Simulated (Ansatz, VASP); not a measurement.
# Al4Si in VASP and in Ansatz

INCAR

```
SYSTEM = Al4Si
PREC = Accurate
ENCUT = 520
EDIFF = 1E-7
ISMEAR = -1
SIGMA = 0.08
LREAL = .False.
LASPH = .True.
NELM = 80
ALGO = Normal
ISIF = 2
LWAVE = .False.
LCHARG = .False.
LDIPOL = .True.
IDIPOL = 3
DIPOL = 0.5 0.5 0.500
GGA = PS
NBANDS = 16
```

KPOINTS

```
regular mesh
0
Gamma
  14 14 1
  0 0 0
```

Contents of POSCAR:

```
Al4Si
1.0
    2.8394494519      0.0000000000      0.0000000000
    0.0000000000      2.8394494519      0.0000000000
    0.0000000000      0.0000000000     24.0312000000
Al Si
4 1
Direct
    0.0000000000      0.0000000000      0.3302306759
    0.5000000000      0.5000000000      0.4149406378
    0.5000000000      0.5000000000      0.5850593614
    0.0000000000      0.0000000000      0.6697693273
    0.0000000000      0.0000000000      0.4999999975
```

Input for Ansatz:

```yaml
crystal:
  lattice:
    - [2.8394494519, 0.0, 0.0]
    - [0.0, 2.8394494519, 0.0]
    - [0.0, 0.0, 24.0312]
  atoms:
    - { symbol: Al, position: [0.0, 0.0, 0.3302306759] }
    - { symbol: Al, position: [0.5, 0.5, 0.4149406378] }
    - { symbol: Si, position: [0.0, 0.0, 0.4999999975] }
    - { symbol: Al, position: [0.5, 0.5, 0.5850593614] }
    - { symbol: Al, position: [0.0, 0.0, 0.6697693273] }
kpoints:
  mp_grid: { grid: [14, 14, 1] }
scf:
  occupations: { method: fermi_dirac, width: 0.08 }
hamiltonian:
  xc: pbesol
  pseudopotentials: { kind: paw }
output:
  forces: true
  stress: true
  eigenvalues: true
efield:
  axis: 3
  amplitude: 0
  dipole_correction: true
```

Alike in both runs: task single point; functional PBEsol; k mesh 14 × 14 × 1; occupations fermi-dirac, width 0.08 eV; no spin polarisation.

```csv
,VASP,Ansatz
version,VASP 6.6.1,Ansatz 0.2.0
potentials or method,"VASP PAW PBE potentials, release 64 (Al, Si)","PAW with Ansatz's default frozen-core files, scalar-relativistic"
plane-wave cutoff (eV),520,420
valence electrons in the cell,16,16
```

```tsv
	VASP	Ansatz	Ansatz less VASP
rms of the force components (eV/Å)	0.106	0.106	-0.0001
```

VASP's potentials were made for PBE, not for PBEsol.
